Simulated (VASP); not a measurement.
# KMgF3 (Pm-3m) in VASP: a series of runs

KMgF3 is run at these levels: PBE; tasks: single point.

Program: VASP 6.6.1. These are calculated values, not measurements. Logs are shortened: lines on timing, memory, paths and dates and some standing lists are left out, and cuts for length are marked.

**1. The cell of the first run**

It takes space group Pm-3m (No. 221, cubic). The conventional cell has a = 3.980 Å, b = 3.980 Å, c = 3.980 Å, α = 90.00°, β = 90.00°, γ = 90.00°. K (site symmetry m-3m) has 12 F at 2.81 Å and 8 Mg at 3.45 Å within 3.7 Å. Within 2.6 Å of Mg (site symmetry m-3m) lie 6 F at 1.99 Å. Within 2.6 Å of F (site symmetry 4/mmm) lie 2 Mg at 1.99 Å.

**2. Single point, PBE**

INCAR

```
SYSTEM = KMgF3
  PREC = Accurate
  ENCUT = 600
  EDIFF = 1E-6
  ISMEAR = 1
  SIGMA = 0.2
  LREAL = .FALSE.
  LASPH = .TRUE.
  NELM = 120
  ALGO = Normal
  ISIF = 2
  LWAVE = .FALSE.
  LCHARG = .FALSE.
  GGA = PE
  NBANDS = 24
  GGA_COMPAT = .FALSE.
```

KPOINTS

```
regular mesh
0
G
  4 4 4
  0 0 0
```

POSCAR

```
KMgF3
1.0
    3.9802355751      0.0000000000      0.0000000000
    0.0000000000      3.9802355751      0.0000000000
    0.0000000000      0.0000000000      3.9802355751
K Mg F
1 1 3
Direct
    0.5000000000      0.5000000000      0.5000000000
    0.0000000000      0.0000000000      0.0000000000
    0.5000000000      0.0000000000      0.0000000000
    0.0000000000      0.5000000000      0.0000000000
    0.0000000000      0.0000000000      0.5000000000
```

Potentials or basis: VASP PAW PBE potentials, release 64 (K_sv, Mg, F).

Started as:

```bash
cat potpaw_PBE.64/K_sv/POTCAR potpaw_PBE.64/Mg/POTCAR potpaw_PBE.64/F/POTCAR > POTCAR
mpirun -np 1 vasp_std > vasp.out
```

OUTCAR:

```text
SYSTEM = KMgF3
   PREC = Accurate
   ENCUT = 600
   EDIFF = 1E-6
   ISMEAR = 1
   LREAL = .FALSE.
   LASPH = .TRUE.
   NELM = 120
   ISIF = 2
   GGA = PE

 ion  position               nearest neighbor table
   1  0.500  0.500  0.500-   3 2.81   4 2.81   5 2.81   3 2.81   4 2.81   3 2.81   5 2.81   3 2.81
                             4 2.81   5 2.81   4 2.81   5 2.81   2 3.45   2 3.45   2 3.45   2 3.45
   2  0.000  0.000  0.000-   3 1.99   4 1.99   5 1.99   5 1.99   4 1.99   3 1.99   1 3.45   1 3.45
                             1 3.45   1 3.45   1 3.45   1 3.45   1 3.45   1 3.45
   3  0.500  0.000  0.000-   2 1.99   2 1.99   1 2.81   1 2.81   1 2.81   1 2.81
   4  0.000  0.500  0.000-   2 1.99   2 1.99   1 2.81   1 2.81   1 2.81   1 2.81
   5  0.000  0.000  0.500-   2 1.99   2 1.99   1 2.81   1 2.81   1 2.81   1 2.81

  LATTYP: Found a simple cubic cell.
 ALAT       =     3.9802355751

  Lattice vectors:

 A1 = (   3.9802355751,   0.0000000000,   0.0000000000)
 A2 = (   0.0000000000,   3.9802355751,   0.0000000000)
 A3 = (   0.0000000000,   0.0000000000,   3.9802355751)

Analysis of symmetry for initial positions (statically):
=====================================================================
 Subroutine PRICEL returns:
 Original cell was already a primitive cell.

 Routine SETGRP: Setting up the symmetry group for a
 simple cubic supercell.

 Subroutine GETGRP returns: Found 48 space group operations
 (whereof 48 operations were pure point group operations)
 out of a pool of 48 trial point group operations.

The static configuration has the point symmetry O_h .

Analysis of symmetry for dynamics (positions and initial velocities):
=====================================================================
 Subroutine PRICEL returns:
 Original cell was already a primitive cell.

 Routine SETGRP: Setting up the symmetry group for a
 simple cubic supercell.

 Subroutine GETGRP returns: Found 48 space group operations
 (whereof 48 operations were pure point group operations)
 out of a pool of 48 trial point group operations.

The dynamic configuration has the point symmetry O_h .

 Subroutine INISYM returns: Found 48 space group operations
 (whereof 48 operations are pure point group operations),
 and found     1 'primitive' translations

----------------------------------------------------------------------------------------

                                     Primitive cell

  volume of cell :      63.0560

  direct lattice vectors                    reciprocal lattice vectors
     3.980235575  0.000000000  0.000000000     0.251241410  0.000000000  0.000000000
     0.000000000  3.980235575  0.000000000     0.000000000  0.251241410  0.000000000
     0.000000000  0.000000000  3.980235575     0.000000000  0.000000000  0.251241410

  length of vectors
     3.980235575  3.980235575  3.980235575     0.251241410  0.251241410  0.251241410

  position of ions in fractional coordinates (direct lattice)
     0.500000000  0.500000000  0.500000000
     0.000000000  0.000000000  0.000000000
     0.500000000  0.000000000  0.000000000
     0.000000000  0.500000000  0.000000000
     0.000000000  0.000000000  0.500000000

  ion indices of the primitive-cell ions
   primitive index   ion index
                 1           1
                 2           2
                 3           3
                 4           4
                 5           5

----------------------------------------------------------------------------------------

 KPOINTS: regular mesh

Automatic generation of k-mesh.
 Grid dimensions read from file:
 generate k-points for:    4    4    4

 Generating k-lattice:

  Cartesian coordinates                     Fractional coordinates (reciprocal lattice)
     0.062810353  0.000000000  0.000000000     0.250000000  0.000000000  0.000000000
     0.000000000  0.062810353  0.000000000     0.000000000  0.250000000  0.000000000
     0.000000000  0.000000000  0.062810353     0.000000000  0.000000000  0.250000000

  Length of vectors
     0.062810353  0.062810353  0.062810353

  Shift w.r.t. Gamma in fractional coordinates (k-lattice)
     0.000000000  0.000000000  0.000000000

 Subroutine IBZKPT returns following result:
 ===========================================

 Found     10 irreducible k-points:

 Following reciprocal coordinates:
            Coordinates               Weight
  0.000000  0.000000  0.000000      1.000000
  0.250000  0.000000  0.000000      6.000000
  0.500000  0.000000  0.000000      3.000000
  0.250000  0.250000  0.000000     12.000000
  0.500000  0.250000  0.000000     12.000000
  0.500000  0.500000  0.000000      3.000000
  0.250000  0.250000  0.250000      8.000000
  0.500000  0.250000  0.250000     12.000000
  0.500000  0.500000  0.250000      6.000000
  0.500000  0.500000  0.500000      1.000000
   k-points           NKPTS =     10   k-points in BZ     NKDIM =     10   number of bands    NBANDS=     24
   number of dos      NEDOS =    301   number of ions     NIONS =      5
   total plane-waves  NPLWV =  32768
   dimension x,y,z NGX =    32 NGY =   32 NGZ =   32
   dimension x,y,z NGXF=    64 NGYF=   64 NGZF=   64
   ions per type =               1   1   3
   NGX,Y,Z   is equivalent  to a cutoff of  13.37, 13.37, 13.37 a.u.
   NGXF,Y,Z  is equivalent  to a cutoff of  26.73, 26.73, 26.73 a.u.
 SYSTEM =  KMgF3
   PREC   = accura    normal or accurate (medium, high low for compatibility)
   ISTART =      0    job   : 0-new  1-cont  2-samecut
   ICHARG =      2    charge: 1-file 2-atom 10-const
   ISPIN  =      1    spin polarized calculation?
   LNONCOLLINEAR =      F non collinear calculations
   LSORBIT =      F    spin-orbit coupling
   LASPH  =      T    aspherical Exc in radial PAW
   ENCUT  =  600.0 eV  44.10 Ry    6.64 a.u.   7.95  7.95  7.95*2*pi/ulx,y,z
   NELM   =    120;   NELMIN=  2; NELMDL= -5     # of ELM steps
   EDIFF  = 0.1E-05   stopping-criterion for ELM
   LREAL  =      F    real-space projection
   EDIFFG = 0.1E-04   stopping-criterion for IOM
   NSW    =      0    number of steps for IOM
   IBRION =     -1    ionic relax: 0-MD 1-quasi-New 2-CG
   NFREE  =      0    steps in history (QN), initial steepest desc. (CG)
   ISIF   =      2    stress and relaxation
   ISYM   =      2    0-nonsym 1-usesym 2-fastsym
   POTIM  = 0.5000    time-step for ionic-motion
   TEBEG  =    0.0;   TEEND  =   0.0 temperature during run
   PSTRESS=    0.0 pullay stress
   NELECT =      32.0000    total number of electrons
   NUPDOWN=      -1.0000    fix difference up-down
   EMIN   =  10.00;   EMAX   =-10.00  energy-range for DOS
   EFERMI =   0.00;   METHOD = LEGACY
   ISMEAR =     1;   SIGMA  =   0.20  broadening in eV -4-tet -1-fermi 0-gaus
   EFERMI_NEDOS =   21; number of points for ismear=-14 and -15
   IALGO  =     38    algorithm
   IMIX   =      4    mixing-type and parameters
     AMIX     =   0.40;   BMIX     =  1.00
     AMIX_MAG =   1.60;   BMIX_MAG =  1.00
  volume/ion in A,a.u.               =      12.61        85.10
  Fermi-wavevector in a.u.,A,eV,Ry     =   1.305818  2.467639 23.200126  1.705161
  Thomas-Fermi vector in A             =   2.436662
   LORBIT       =      0    0 simple, 1 ext, 2 COOP (PROOUT), +10 PAW based schemes
   GGA     = PE    functional components
   LHFCALC =     F    Hartree Fock is set to
   AEXX    =    0.0000 exact exchange contribution
   IVDW    =     0    specifies the selected vdW correction
   LEPSILON=     F    determine dielectric tensor
   LRPA    =     F    only Hartree local field effects (RPA)
 non-spin polarized calculation
 Methfessel and Paxton  Order N= 1 SIGMA  =   0.20
  energy-cutoff  :      600.00
  volume of cell :       63.06
 maximum number of plane-waves:      2176
 NGX is ok and might be reduce to    32
   NGX = 15   NGY = 15   NGZ = 15

 number of electron      32.0000005 magnetization

 Free energy of the ion-electron system (eV)
  ---------------------------------------------------
  ext. energy  EPLUGINS =         0.00000000
  ---------------------------------------------------
  free energy    TOTEN  =       -24.41301045 eV

  energy without entropy =      -24.41943540  energy(sigma->0) =      -24.41515210

 E-fermi :  -1.4516     XC(G=0):  -9.7053

 val. band max:       -1.5833854130   @ k =   0.5000   0.5000   0.5000
 cond. band min:       5.7563382371   @ k =   0.0000   0.0000   0.0000
 fundamental gap:      7.3397236501
 Fermi energy:        -1.4516071413

 k-point     1 :       0.0000    0.0000    0.0000
  band No.  band energies     occupation
      1     -27.2251      2.00000
      2     -21.7136      2.00000
      3     -21.0535      2.00000
      4     -21.0535      2.00000
      5     -10.7183      2.00000
      6     -10.7183      2.00000
[... 16 lines left out ...]
     23      12.4851      0.00000
     24      15.3907      0.00000

 k-point     2 :       0.2500    0.0000    0.0000
  band No.  band energies     occupation
      1     -27.2106      2.00000
      2     -21.6490      2.00000
      3     -21.1324      2.00000
      4     -21.0492      2.00000
      5     -10.7104      2.00000
      6     -10.6902      2.00000
[... 16 lines left out ...]
     23      12.4304      0.00000
     24      15.1203      0.00000

 k-point     3 :       0.5000    0.0000    0.0000
  band No.  band energies     occupation
      1     -27.1960      2.00000
      2     -21.5584      2.00000
      3     -21.2373      2.00000
      4     -21.0450      2.00000
      5     -10.7025      2.00000
      6     -10.6616      2.00000
[... 16 lines left out ...]
     23      12.8671      0.00000
     24      13.9736      0.00000

 k-point     4 :       0.2500    0.2500    0.0000
  band No.  band energies     occupation
      1     -27.1982      2.00000
      2     -21.5776      2.00000
      3     -21.1577      2.00000
      4     -21.0922      2.00000
      5     -10.7532      2.00000
      6     -10.6854      2.00000
[... 16 lines left out ...]
     23      12.6069      0.00000
     24      13.9475      0.00000

 k-point     5 :       0.5000    0.2500    0.0000
  band No.  band energies     occupation
      1     -27.1857      2.00000
      2     -21.4706      2.00000
      3     -21.2479      2.00000
      4     -21.1058      2.00000
      5     -10.7484      2.00000
      6     -10.7288      2.00000
[... 16 lines left out ...]
     23      12.7888      0.00000
     24      14.0170      0.00000

 k-point     6 :       0.5000    0.5000    0.0000
  band No.  band energies     occupation
      1     -27.1753      2.00000
      2     -21.2908      2.00000
      3     -21.2586      2.00000
      4     -21.2586      2.00000
      5     -10.7936      2.00000
      6     -10.7936      2.00000
[... 16 lines left out ...]
     23      12.7533      0.00000
     24      12.7808      0.00000

 k-point     7 :       0.2500    0.2500    0.2500
  band No.  band energies     occupation
      1     -27.1876      2.00000
      2     -21.5095      2.00000
      3     -21.1503      2.00000
      4     -21.1503      2.00000
      5     -10.7689      2.00000
      6     -10.7689      2.00000
[... 16 lines left out ...]
     23      12.8799      0.00000
     24      14.5019      0.00000

 k-point     8 :       0.5000    0.2500    0.2500
  band No.  band energies     occupation
      1     -27.1770      2.00000
      2     -21.4017      2.00000
      3     -21.2480      2.00000
      4     -21.1428      2.00000
      5     -10.7996      2.00000
      6     -10.7848      2.00000
[... 16 lines left out ...]
     23      12.7240      0.00000
     24      14.0354      0.00000

 k-point     9 :       0.5000    0.5000    0.2500
  band No.  band energies     occupation
      1     -27.1683      2.00000
      2     -21.2644      2.00000
      3     -21.2482      2.00000
      4     -21.2482      2.00000
      5     -10.8503      2.00000
      6     -10.8503      2.00000
[... 16 lines left out ...]
     23      12.8172      0.00000
     24      12.8172      0.00000

 k-point    10 :       0.5000    0.5000    0.5000
  band No.  band energies     occupation
      1     -27.1613      2.00000
      2     -21.2377      2.00000
      3     -21.2377      2.00000
      4     -21.2377      2.00000
      5     -10.9066      2.00000
      6     -10.9066      2.00000
[... 16 lines left out ...]
     23      13.6227      0.00000
     24      13.6227      0.00000

------------------------ aborting loop because EDIFF is reached ----------------------------------------

  FORCE on cell =-STRESS in cart. coord.  units (eV):
  Direction    XX          YY          ZZ          XY          YZ          ZX
  --------------------------------------------------------------------------------------
  -------------------------------------------------------------------------------------
  Total        1.4086546      1.4086546      1.4086546     -0.0000000      0.0000000      0.0000000
  in kB       35.7922317     35.7922317     35.7922317     -0.0000000      0.0000000      0.0000000
  external PRESSURE =      35.7922317 kB  Pullay stress =       0.0000000 kB

 VOLUME and BASIS-vectors are now :
 -----------------------------------------------------------------------------
  energy-cutoff  :      600.00
  volume of cell :       63.06
      direct lattice vectors                 reciprocal lattice vectors
     3.980235575  0.000000000  0.000000000     0.251241410  0.000000000  0.000000000
     0.000000000  3.980235575  0.000000000     0.000000000  0.251241410  0.000000000
     0.000000000  0.000000000  3.980235575     0.000000000  0.000000000  0.251241410

 POSITION                                       TOTAL-FORCE (eV/Angst)
 -----------------------------------------------------------------------------------
      1.99012      1.99012      1.99012         0.000000      0.000000      0.000000
      0.00000      0.00000      0.00000         0.000000      0.000000      0.000000
      1.99012      0.00000      0.00000         0.000000      0.000000      0.000000
      0.00000      1.99012      0.00000         0.000000      0.000000      0.000000
      0.00000      0.00000      1.99012         0.000000      0.000000      0.000000
 -----------------------------------------------------------------------------------
    total drift:                                0.000000      0.000000     -0.000000

  FREE ENERGIE OF THE ION-ELECTRON SYSTEM (eV)
  ---------------------------------------------------
  free  energy   TOTEN  =       -24.4130104471 eV

  energy  without entropy=      -24.4194353987  energy(sigma->0) =      -24.41515210
```

It took 13 s on 1 thread of AMD EPYC 7R13 (Zen 3), shared host; peak memory 0.15 GiB.

What came out:

```
Free energy            : -24.4130 eV
Pressure               : 3.6 GPa
Band gap on the k mesh : 7.34 eV (least direct gap 7.66 eV)
```

Caveat: the cell stands under pressure.

**3. Single point, PBE**

INCAR

```
SYSTEM = KMgF3
  PREC = Accurate
  ENCUT = 600
  EDIFF = 1E-6
  ISMEAR = 0
  SIGMA = 0.01
  LREAL = .False.
  LASPH = .True.
  NELM = 120
  ALGO = Normal
  ISIF = 2
  LWAVE = .False.
  LCHARG = .True.
  GGA = PE
  LELF = .True.
  LVHAR = .True.
  NBANDS = 24
  GGA_COMPAT = .False.
```

KPOINTS

```
Automatic mesh
0
Gamma
  5 5 5
  0 0 0
```

POSCAR is that of step 2.

Potentials or basis: VASP PAW PBE potentials, release 64 (K_sv, Mg, F).

Started as:

```bash
cat potpaw_PBE.64/K_sv/POTCAR potpaw_PBE.64/Mg/POTCAR potpaw_PBE.64/F/POTCAR > POTCAR
mpirun -np 1 vasp_std > vasp.out
```

It took 13 s on 1 thread of AMD EPYC 7R13 (Zen 3), shared host; peak memory 0.15 GiB.

Results (log left out):

```
Free energy            : -24.4157 eV
Pressure               : 3.6 GPa
Band gap on the k mesh : 7.40 eV (least direct gap 7.66 eV)
```

Levels at points of the mesh, in eV from the valence-band top:
```tsv
k point	band 12	band 13	band 14	band 15	band 16	band 17	band 18	band 19	band 20	band 21
(0.00, 0.00, 0.00)	-0.56	-0.56	-0.26	-0.26	-0.26	7.40	10.15	10.15	12.31	12.31
```

Caveat: the cell stands under pressure; an odd mesh through Γ misses points on the zone boundary, where band edges can lie.

**4. Single point, PBE**

INCAR

```
SYSTEM = KMgF3
PREC = Accurate
ENCUT = 600
EDIFF = 1E-6
ISMEAR = 1
SIGMA = 0.5
LREAL = .False.
LASPH = .True.
NELM = 120
ALGO = Normal
ISIF = 2
LWAVE = .False.
LCHARG = .False.
GGA = PE
NBANDS = 24
GGA_COMPAT = .False.
```

KPOINTS

```
Automatic mesh
0
Gamma
  4 4 4
  0 0 0
```

POSCAR is that of step 3.

Started as:

```bash
cat potpaw_PBE.64/K_sv/POTCAR potpaw_PBE.64/Mg/POTCAR potpaw_PBE.64/F/POTCAR > POTCAR
mpirun -np 1 vasp_std > vasp.out
```

Run time: 12 s. Hardware: 1 thread of AMD EPYC 7R13 (Zen 3), shared host; peak memory 0.15 GiB.

The run converged. Its results:

* Free energy: -24.3621 eV
* Pressure: 3.4 GPa
* Band gap on the k mesh: 7.35 eV (least direct gap 7.67 eV)

Levels at points of the mesh, in eV from the valence-band top:
```csv
k point,band 12,band 13,band 14,band 15,band 16,band 17,band 18,band 19,band 20,band 21
"(0.00, 0.00, 0.00)",-0.63,-0.63,-0.32,-0.32,-0.32,7.35,10.10,10.10,12.26,12.26
"(0.50, 0.00, 0.00)",-0.87,-0.86,-0.86,-0.53,-0.53,10.15,10.50,11.14,12.85,12.85
"(0.50, 0.50, 0.00)",-1.04,-1.04,-0.90,-0.90,-0.02,10.96,11.73,12.68,12.68,12.87
"(0.50, 0.50, 0.50)",-1.11,-1.11,0.00,0.00,0.00,10.47,10.47,10.47,14.05,14.11
```

Caveat: the cell stands under pressure; so wide a smearing shifts energies and pressures.

**5. Overview**

```tsv
k mesh	smearing	gap on the mesh (eV)	pressure (GPa)
4 × 4 × 4	methfessel-paxton 0.2 eV	7.34	3.6
5 × 5 × 5	gaussian 0.01 eV	7.40	3.6
4 × 4 × 4	methfessel-paxton 0.5 eV	7.35	3.4
```

Alike in all rows: task single point; level PBE; potentials or basis VASP PAW PBE potentials, release 64 (K_sv, Mg, F); no spin polarisation; cell as given; cutoff (eV) 600.

Caveats: the cell stands under pressure; an odd mesh through Γ misses points on the zone boundary, where band edges can lie (at least some runs); so wide a smearing shifts energies and pressures (at least some runs).

Total energies depend on the potentials used, so only differences within one code and one set of settings carry meaning.
